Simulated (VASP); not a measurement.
Wanted: the native input for a VASP 6.6.1 run.

| Property | Result |
| --- | --- |
| Task | single point |
| Functional | PBEsol |
| Potentials or basis | VASP PAW PBE potentials, release 64 (Ir) |
| Cutoff | 500 eV |
| k mesh | 18 × 18 × 10 |
| Occupations | fermi-dirac, width 0.15 eV |
| Spin | no spin polarisation |
| Dipole correction | no |
| Further INCAR settings | ALGO = Normal; EDIFF = 1e-06; NBANDS = 16 |

The structure of Ir lies in POSCAR:

```
Ir
1.0
    2.7026028819      0.0000000000      0.0000000000
   -1.3513014409      2.3405227521      0.0000000000
    0.0000000000      0.0000000000      4.3818843162
Ir
2
Direct
    0.6666666667      0.3333333333      0.7500000000
    0.3333333333      0.6666666667      0.2500000000
```

This cell differs from its parent crystal: volume scaled by 0.98, then relaxed in part.

The input as run:

INCAR

```
  PREC = Accurate
  ENCUT = 500
  EDIFF = 1E-6
  ISMEAR = -1
  SIGMA = 0.15
  LREAL = False
  LASPH = True
  NELM = 120
  ALGO = Normal
  ISIF = 2
  LWAVE = False
  LCHARG = False
  GGA = PS
  NBANDS = 16
  GGA_COMPAT = False
```

KPOINTS

```
regular mesh
0
Gamma
  18 18 10
```

Potentials or basis: VASP PAW PBE potentials, release 64 (Ir).

Launch:

```sh
$ cat potpaw_PBE.64/Ir/POTCAR > POTCAR
$ mpirun -np 1 vasp_std > vasp.out
```

Results of the run:

```
Pressure               : 9.2 GPa
Band gap on the k mesh : zero (band 9 reaches 11.77 eV, above the bottom of band 10 at 8.29 eV)
```

Caveat: the PAW data sets were made with another functional, which shifts forces and pressure a little; spin-orbit coupling is left out, which moves the levels of the heavy elements.

It took 39 s on 1 thread of Intel(R) Xeon(R) Platinum 8488C (Sapphire Rapids), with other jobs on the host, peak memory 0.19 GiB.
